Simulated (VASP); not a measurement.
# Y (P6_3/mmc) in VASP: notebook

Y is run at these levels: LDA; tasks: electric field gradients.

Program: VASP 6.6.1. These are calculated values, not measurements. Logs are shortened: lines on timing, memory, paths and dates and some standing lists are left out, and cuts for length are marked.

## Step 1: The cell of the first run

It takes space group P6_3/mmc (No. 194, hexagonal). The conventional cell has a = 3.651 Å, b = 3.651 Å, c = 5.862 Å, α = 90.00°, β = 90.00°, γ = 120.00°. Y (site symmetry -6m2) has 12 Y at 3.61 to 3.65 Å within 4.7 Å.

## Step 2: Electric field gradients, LDA (zz strain of +2 %)

Input file INCAR:

```
PREC = Accurate
ENCUT = 520
EDIFF = 1E-8
ISMEAR = -1
SIGMA = 0.08
LREAL = False
LASPH = True
NELM = 100
ALGO = Normal
ISIF = 2
LWAVE = False
LCHARG = False
GGA = CA
LEFG = True
NBANDS = 18
```

Input file KPOINTS:

```
Automatic mesh
0
Gamma
  12 12 7
```

Input file POSCAR:

```
Y
1.0
    3.6514992371      0.0000000000      0.0000000000
   -1.8257496185      3.1622911012      0.0000000000
    0.0000000000      0.0000000000      5.8623480000
Y
2
Direct
    0.3333333333      0.6666666667      0.2500000000
    0.6666666667      0.3333333333      0.7500000000
```

Potentials or basis: VASP PAW LDA potentials, release 64 (Y_sv).

The run is started by

```sh
$ cat potpaw_LDA.64/Y_sv/POTCAR > POTCAR
$ mpirun -np 1 vasp_std > vasp.out
```

OUTCAR:

```text
PREC = Accurate
   ENCUT = 520
   EDIFF = 1E-8
   ISMEAR = -1
   LREAL = False
   LASPH = True
   NELM = 100
   ISIF = 2
   GGA = CA

 ion  position               nearest neighbor table
   1  0.333  0.667  0.250-   2 3.61   2 3.61   2 3.61   2 3.61   2 3.61   2 3.61
   2  0.667  0.333  0.750-   1 3.61   1 3.61   1 3.61   1 3.61   1 3.61   1 3.61

  LATTYP: Found a hexagonal cell.
 ALAT       =     3.6514992371
 C/A-ratio  =     1.6054632959

  Lattice vectors:

 A1 = (   3.6514992371,   0.0000000000,   0.0000000000)
 A2 = (  -1.8257496185,   3.1622911012,   0.0000000000)
 A3 = (   0.0000000000,   0.0000000000,   5.8623480000)

Analysis of symmetry for initial positions (statically):
=====================================================================
 Subroutine PRICEL returns:
 Original cell was already a primitive cell.

 Routine SETGRP: Setting up the symmetry group for a
 hexagonal supercell.

 Subroutine GETGRP returns: Found 24 space group operations
 (whereof 12 operations were pure point group operations)
 out of a pool of 24 trial point group operations.

The static configuration has the point symmetry D_3d.
 The point group associated with its full space group is D_6h.

Analysis of symmetry for dynamics (positions and initial velocities):
=====================================================================
 Subroutine PRICEL returns:
 Original cell was already a primitive cell.

 Routine SETGRP: Setting up the symmetry group for a
 hexagonal supercell.

 Subroutine GETGRP returns: Found 24 space group operations
 (whereof 12 operations were pure point group operations)
 out of a pool of 24 trial point group operations.

The dynamic configuration has the point symmetry D_3d.
 The point group associated with its full space group is D_6h.

 Subroutine INISYM returns: Found 24 space group operations
 (whereof 12 operations are pure point group operations),
 and found     1 'primitive' translations

----------------------------------------------------------------------------------------

                                     Primitive cell

  volume of cell :      67.6931

  direct lattice vectors                    reciprocal lattice vectors
     3.651499237  0.000000000  0.000000000     0.273860115  0.158113211  0.000000000
    -1.825749618  3.162291101  0.000000000     0.000000000  0.316226422  0.000000000
     0.000000000  0.000000000  5.862348000     0.000000000  0.000000000  0.170580116

  length of vectors
     3.651499237  3.651499237  5.862348000     0.316226422  0.316226422  0.170580116

  position of ions in fractional coordinates (direct lattice)
     0.333333333  0.666666667  0.250000000
     0.666666667  0.333333333  0.750000000

  ion indices of the primitive-cell ions
   primitive index   ion index
                 1           1
                 2           2

----------------------------------------------------------------------------------------

 KPOINTS: Automatic mesh

Automatic generation of k-mesh.
 Grid dimensions read from file:
 generate k-points for:   12   12    7

 Generating k-lattice:

  Cartesian coordinates                     Fractional coordinates (reciprocal lattice)
     0.022821676  0.013176101  0.000000000     0.083333333  0.000000000  0.000000000
     0.000000000  0.026352202  0.000000000     0.000000000  0.083333333  0.000000000
     0.000000000  0.000000000  0.024368588     0.000000000  0.000000000  0.142857143

  Length of vectors
     0.026352202  0.026352202  0.024368588

  Shift w.r.t. Gamma in fractional coordinates (k-lattice)
     0.000000000  0.000000000  0.000000000

 Subroutine IBZKPT returns following result:
 ===========================================

 Found     76 irreducible k-points:

 Following reciprocal coordinates:
            Coordinates               Weight
  0.000000  0.000000  0.000000      1.000000
  0.083333 -0.000000  0.000000      6.000000
  0.166667 -0.000000  0.000000      6.000000
  0.250000 -0.000000  0.000000      6.000000
  0.333333 -0.000000  0.000000      6.000000
  0.416667 -0.000000  0.000000      6.000000
[... 16 lines left out ...]
  0.250000 -0.000000  0.142857     12.000000
  0.333333 -0.000000  0.142857     12.000000
 [... further k-points ...]
   k-points           NKPTS =     76   k-points in BZ     NKDIM =     76   number of bands    NBANDS=     18
   number of dos      NEDOS =    301   number of ions     NIONS =      2
   total plane-waves  NPLWV =  37632
   dimension x,y,z NGX =    28 NGY =   28 NGZ =   48
   dimension x,y,z NGXF=    56 NGYF=   56 NGZF=   96
   ions per type =               2
   NGX,Y,Z   is equivalent  to a cutoff of  12.75, 12.75, 13.61 a.u.
   NGXF,Y,Z  is equivalent  to a cutoff of  25.50, 25.50, 27.22 a.u.
 SYSTEM =  unknown system
   PREC   = accura    normal or accurate (medium, high low for compatibility)
   ISTART =      0    job   : 0-new  1-cont  2-samecut
   ICHARG =      2    charge: 1-file 2-atom 10-const
   ISPIN  =      1    spin polarized calculation?
   LNONCOLLINEAR =      F non collinear calculations
   LSORBIT =      F    spin-orbit coupling
   LASPH  =      T    aspherical Exc in radial PAW
   ENCUT  =  520.0 eV  38.22 Ry    6.18 a.u.   6.79  6.79 10.90*2*pi/ulx,y,z
   NELM   =    100;   NELMIN=  2; NELMDL= -5     # of ELM steps
   EDIFF  = 0.1E-07   stopping-criterion for ELM
   LREAL  =      F    real-space projection
   EDIFFG = 0.1E-06   stopping-criterion for IOM
   NSW    =      0    number of steps for IOM
   IBRION =     -1    ionic relax: 0-MD 1-quasi-New 2-CG
   NFREE  =      0    steps in history (QN), initial steepest desc. (CG)
   ISIF   =      2    stress and relaxation
   ISYM   =      2    0-nonsym 1-usesym 2-fastsym
   POTIM  = 0.5000    time-step for ionic-motion
   TEBEG  =    0.0;   TEEND  =   0.0 temperature during run
   PSTRESS=    0.0 pullay stress
   NELECT =      22.0000    total number of electrons
   NUPDOWN=      -1.0000    fix difference up-down
   EMIN   =  10.00;   EMAX   =-10.00  energy-range for DOS
   EFERMI =   0.00;   METHOD = LEGACY
   ISMEAR =    -1;   SIGMA  =   0.08  broadening in eV -4-tet -1-fermi 0-gaus
   EFERMI_NEDOS =   21; number of points for ismear=-14 and -15
   IALGO  =     38    algorithm
   IMIX   =      4    mixing-type and parameters
     AMIX     =   0.40;   BMIX     =  1.00
     AMIX_MAG =   1.60;   BMIX_MAG =  1.00
  volume/ion in A,a.u.               =      33.85       228.41
  Fermi-wavevector in a.u.,A,eV,Ry     =   1.125557  2.126994 17.236930  1.266879
  Thomas-Fermi vector in A             =   2.262235
   LORBIT       =      0    0 simple, 1 ext, 2 COOP (PROOUT), +10 PAW based schemes
   GGA     = CA    functional components
   LHFCALC =     F    Hartree Fock is set to
   AEXX    =    0.0000 exact exchange contribution
   IVDW    =     0    specifies the selected vdW correction
   LEPSILON=     F    determine dielectric tensor
   LRPA    =     F    only Hartree local field effects (RPA)
 non-spin polarized calculation
  energy-cutoff  :      520.00
  volume of cell :       67.69
 maximum number of plane-waves:      1850
 NGX is ok and might be reduce to    28
   NGX = 13   NGY = 13   NGZ = 21

 number of electron      22.0000001 magnetization

 Free energy of the ion-electron system (eV)
  ---------------------------------------------------
  ext. energy  EPLUGINS =         0.00000000
  ---------------------------------------------------
  free energy    TOTEN  =       -13.79957537 eV

  energy without entropy =      -13.71255846  energy(sigma->0) =      -13.75606692

 E-fermi :   2.6901     XC(G=0):  -9.5257

 val. band max:        2.6877297325   @ k =   0.3333   0.1667   0.4286
 cond. band min:       2.6928906720   @ k =   0.2500   0.2500   0.4286
 fundamental gap:      0.0051609394
 Fermi energy:         2.6900761005

 k-point     1 :       0.0000    0.0000    0.0000
  band No.  band energies     occupation
      1     -39.8434      2.00000
      2     -39.7830      2.00000
      3     -20.2004      2.00000
      4     -19.7629      2.00000
      5     -19.7629      2.00000
      6     -19.6892      2.00000
[... 10 lines left out ...]
     17       5.4547      0.00000
     18       5.4547      0.00000
[... 463 lines left out ...]
 k-point    24 :       0.3333   -0.0000    0.1429
  band No.  band energies     occupation
      1     -39.8029      2.00000
      2     -39.7716      2.00000
      3     -20.0901      2.00000
      4     -19.9993      2.00000
      5     -19.9658      2.00000
      6     -19.8421      2.00000
[... 10 lines left out ...]
     17       6.3477      0.00000
     18       6.6439      0.00000

 [... further k-points ...]

------------------------ aborting loop because EDIFF is reached ----------------------------------------

  FORCE on cell =-STRESS in cart. coord.  units (eV):
  Direction    XX          YY          ZZ          XY          YZ          ZX
  --------------------------------------------------------------------------------------
  -------------------------------------------------------------------------------------
  Total       -1.7425450     -1.7425450     -2.3845794     -0.0000000      0.0000000      0.0000000
  in kB      -41.2429698    -41.2429698    -56.4387927     -0.0000000      0.0000000      0.0000000
  external PRESSURE =     -46.3082441 kB  Pullay stress =       0.0000000 kB

 VOLUME and BASIS-vectors are now :
 -----------------------------------------------------------------------------
  energy-cutoff  :      520.00
  volume of cell :       67.69
      direct lattice vectors                 reciprocal lattice vectors
     3.651499237  0.000000000  0.000000000     0.273860115  0.158113211  0.000000000
    -1.825749618  3.162291101  0.000000000     0.000000000  0.316226422  0.000000000
     0.000000000  0.000000000  5.862348000     0.000000000  0.000000000  0.170580116

 POSITION                                       TOTAL-FORCE (eV/Angst)
 -----------------------------------------------------------------------------------
     -0.00000      2.10819      1.46559         0.000000     -0.000000      0.000000
      1.82575      1.05410      4.39676        -0.000000      0.000000      0.000000
 -----------------------------------------------------------------------------------
    total drift:                                0.000000     -0.000000      0.000000

  FREE ENERGIE OF THE ION-ELECTRON SYSTEM (eV)
  ---------------------------------------------------
  free  energy   TOTEN  =       -13.7995753742 eV

  energy  without entropy=      -13.7125584614  energy(sigma->0) =      -13.75606692

 Electric field gradients (V/A^2)
---------------------------------------------------------------------
 ion       V_xx      V_yy      V_zz      V_xy      V_xz      V_yz
---------------------------------------------------------------------
   1      -8.664    -8.663    17.327     0.000    -0.000     0.000
   2      -8.664    -8.663    17.327     0.000     0.000    -0.000
---------------------------------------------------------------------

 Electric field gradients after diagonalization (V/A^2)
 (convention: |V_zz| > |V_xx| > |V_yy|)
----------------------------------------------------------------------
 ion       V_xx      V_yy      V_zz     asymmetry (V_yy - V_xx)/ V_zz
----------------------------------------------------------------------
   1      -8.664    -8.663    17.327       0.000
   2      -8.664    -8.663    17.327       0.000
----------------------------------------------------------------------

           NMR quadrupolar parameters

 Cq : quadrupolar parameter    Cq=e*Q*V_zz/h
 eta: asymmetry parameters     (V_yy - V_xx)/ V_zz
 Q  : nuclear electric quadrupole moment in mb (millibarn)
----------------------------------------------------------------------
 ion       Cq(MHz)       eta       Q (mb)
----------------------------------------------------------------------
   1       0.042       0.000       1.000
   2       0.042       0.000       1.000
----------------------------------------------------------------------
```

It took 50 s on 1 thread of AMD EPYC 9R45 (Zen 5), shared host; peak memory 0.19 GiB.

Results:

| Property | Result |
| --- | --- |
| Free energy | -13.7996 eV |
| Pressure | -4.6 GPa |
| Band gap on the k mesh | zero (band 11 reaches 3.43 eV, above the bottom of band 12 at 2.30 eV) |

Electric field gradients, principal values (V/Å²):
```csv
atom,least,middle,greatest (by size)
1 Y,-8.663,-8.664,17.327
2 Y,-8.663,-8.664,17.327
```

Caveat: the cell differs from its parent crystal (zz strain of +2 %); without QUAD_EFG the Cq values of the log hold for a quadrupole moment of 1 mb, not for the nuclei.

## Step 3: Electric field gradients, LDA (zz strain of +2 %)

Input file INCAR:

```
SYSTEM = Y
PREC = Accurate
ENCUT = 520
EDIFF = 1E-8
ISMEAR = -1
SIGMA = 0.08
LREAL = .False.
LASPH = .True.
NELM = 60
ALGO = Normal
ISIF = 2
LWAVE = .False.
LCHARG = .False.
LEFG = .True.
NBANDS = 18
```

Input file KPOINTS:

```
regular mesh
0
Gamma
  12 12 7
  0 0 0
```

POSCAR is that of step 2.

Potentials or basis: VASP PAW LDA potentials, release 64 (Y_sv).

The run is started by

```sh
$ cat potpaw_LDA.64/Y_sv/POTCAR > POTCAR
$ mpirun -np 1 vasp_std > vasp.out
```

OUTCAR:

```text
SYSTEM = Y
   PREC = Accurate
   ENCUT = 520
   EDIFF = 1E-8
   ISMEAR = -1
   LREAL = .False.
   LASPH = .True.
   NELM = 60
   ISIF = 2

 ion  position               nearest neighbor table
   1  0.333  0.667  0.250-   2 3.61   2 3.61   2 3.61   2 3.61   2 3.61   2 3.61
   2  0.667  0.333  0.750-   1 3.61   1 3.61   1 3.61   1 3.61   1 3.61   1 3.61

  LATTYP: Found a hexagonal cell.
 ALAT       =     3.6514992371
 C/A-ratio  =     1.6054632959

  Lattice vectors:

 A1 = (   3.6514992371,   0.0000000000,   0.0000000000)
 A2 = (  -1.8257496185,   3.1622911012,   0.0000000000)
 A3 = (   0.0000000000,   0.0000000000,   5.8623480000)

Analysis of symmetry for initial positions (statically):
=====================================================================
 Subroutine PRICEL returns:
 Original cell was already a primitive cell.

 Routine SETGRP: Setting up the symmetry group for a
 hexagonal supercell.
[... 694 lines left out ...]
  energy-cutoff  :      520.00
  volume of cell :       67.69
      direct lattice vectors                 reciprocal lattice vectors
     3.651499237  0.000000000  0.000000000     0.273860115  0.158113211  0.000000000
    -1.825749618  3.162291101  0.000000000     0.000000000  0.316226422  0.000000000
     0.000000000  0.000000000  5.862348000     0.000000000  0.000000000  0.170580116

 POSITION                                       TOTAL-FORCE (eV/Angst)
 -----------------------------------------------------------------------------------
     -0.00000      2.10819      1.46559         0.000000     -0.000000      0.000000
      1.82575      1.05410      4.39676        -0.000000      0.000000      0.000000
 -----------------------------------------------------------------------------------
    total drift:                                0.000000     -0.000000      0.000000

  FREE ENERGIE OF THE ION-ELECTRON SYSTEM (eV)
  ---------------------------------------------------
  free  energy   TOTEN  =       -13.7995753742 eV

  energy  without entropy=      -13.7125584614  energy(sigma->0) =      -13.75606692

 Electric field gradients (V/A^2)
---------------------------------------------------------------------
 ion       V_xx      V_yy      V_zz      V_xy      V_xz      V_yz
---------------------------------------------------------------------
   1      -8.664    -8.663    17.327     0.000    -0.000     0.000
   2      -8.664    -8.663    17.327     0.000     0.000    -0.000
---------------------------------------------------------------------

 Electric field gradients after diagonalization (V/A^2)
 (convention: |V_zz| > |V_xx| > |V_yy|)
----------------------------------------------------------------------
 ion       V_xx      V_yy      V_zz     asymmetry (V_yy - V_xx)/ V_zz
----------------------------------------------------------------------
   1      -8.664    -8.663    17.327       0.000
   2      -8.664    -8.663    17.327       0.000
----------------------------------------------------------------------

           NMR quadrupolar parameters

 Cq : quadrupolar parameter    Cq=e*Q*V_zz/h
 eta: asymmetry parameters     (V_yy - V_xx)/ V_zz
 Q  : nuclear electric quadrupole moment in mb (millibarn)
----------------------------------------------------------------------
 ion       Cq(MHz)       eta       Q (mb)
----------------------------------------------------------------------
   1       0.042       0.000       1.000
   2       0.042       0.000       1.000
----------------------------------------------------------------------
```

OSZICAR:

```text
N       E                     dE             d eps       ncg     rms          rms(c)
DAV:   1     0.872533444466E+02    0.87253E+02   -0.11211E+04  2744   0.115E+03
DAV:   2    -0.652896431305E+01   -0.93782E+02   -0.92311E+02  3390   0.257E+02
DAV:   3    -0.140595334327E+02   -0.75306E+01   -0.74506E+01  4790   0.429E+01
DAV:   4    -0.142720077210E+02   -0.21247E+00   -0.21225E+00  3386   0.732E+00
DAV:   5    -0.142792029737E+02   -0.71953E-02   -0.71926E-02  4032   0.948E-01    0.326E+01
DAV:   6    -0.138943840068E+02    0.38482E+00   -0.45006E-01  3006   0.386E+00    0.201E+01
DAV:   7    -0.138123842676E+02    0.82000E-01   -0.84460E-01  3606   0.474E+00    0.157E+00
DAV:   8    -0.137998967776E+02    0.12487E-01   -0.14262E-01  3328   0.216E+00    0.780E-01
DAV:   9    -0.137995528246E+02    0.34395E-03   -0.39732E-03  3708   0.393E-01    0.302E-01
DAV:  10    -0.137995855466E+02   -0.32722E-04   -0.10190E-03  3132   0.278E-01    0.179E-01
DAV:  11    -0.137995761781E+02    0.93685E-05   -0.53821E-05  4200   0.535E-02    0.190E-02
DAV:  12    -0.137995758545E+02    0.32353E-06   -0.14931E-05  3310   0.325E-02    0.258E-02
DAV:  13    -0.137995753722E+02    0.48232E-06   -0.41250E-06  3012   0.183E-02    0.294E-03
DAV:  14    -0.137995753736E+02   -0.13993E-08   -0.19502E-07  4222   0.251E-03    0.834E-04
DAV:  15    -0.137995753742E+02   -0.58208E-09   -0.10221E-08  2144   0.886E-04
   1 F= -.13799575E+02 E0= -.13756067E+02  d E =-.870169E-01
```

stdout:

```text
POSCAR found type information on POSCAR Y
 POSCAR found :  1 types and       2 ions
 scaLAPACK will be used
 LDA part: xc-table for (Slater(with rela. corr.)+CA(PZ))
 , standard interpolation
 POSCAR, INCAR and KPOINTS ok, starting setup
 FFT: planning ... GRIDC
 FFT: planning ... GRID_SOFT
 FFT: planning ... GRID
 WAVECAR not read
 entering main loop
ion   1

ion   2
```

It took 52 s on 1 thread of AMD EPYC 9R45 (Zen 5), shared host; peak memory 0.19 GiB.

What came out:

```yaml
Free_energy: -13.7996 eV
Pressure: -4.6 GPa
Band_gap_on_the_k_mesh: zero (band 11 reaches 3.43 eV, above the bottom of band 12 at 2.30 eV)
```

Electric field gradients, principal values (V/Å²):
| atom | least | middle | greatest (by size) |
| --- | --- | --- | --- |
| 1 Y | -8.663 | -8.664 | 17.327 |
| 2 Y | -8.663 | -8.664 | 17.327 |

Caveat: the cell differs from its parent crystal (zz strain of +2 %); without QUAD_EFG the Cq values of the log hold for a quadrupole moment of 1 mb, not for the nuclei.
